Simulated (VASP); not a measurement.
Crystal: MgS (Niningerite).

```
S Mg
1.0
     0.00000    2.61888    2.61888
     2.61888    0.00000    2.61888
     2.61888    2.61888    0.00000
S Mg
1 1
Direct
  0.50000 0.50000 0.50000
  0.00000 0.00000 0.00000
```

This cell differs from its parent crystal: volume scaled by 1.02.

Base run:

* Program: VASP 6.6.1
* Functional: PBE
* Potentials or basis: VASP PAW PBE potentials, release 64 (S, Mg)
* Cutoff: 520 eV
* k mesh: 9 × 9 × 9
* Occupations: fermi-dirac, width 0.05 eV
* Spin: no spin polarisation

Its results: band gap on the k mesh 2.86 eV, indirect (least direct gap 3.56 eV); pressure -0.6 GPa.

Task: The run is repeated on the same cell with these changes: functional from PBE to LDA; potentials or basis from VASP PAW PBE potentials, release 64 (S, Mg) to VASP PAW LDA potentials, release 64 (S, Mg). What comes out?

Result: Band gap on the k mesh 2.65 eV, indirect (least direct gap 3.34 eV); pressure -5.2 GPa.

A k mesh can miss the band edges.
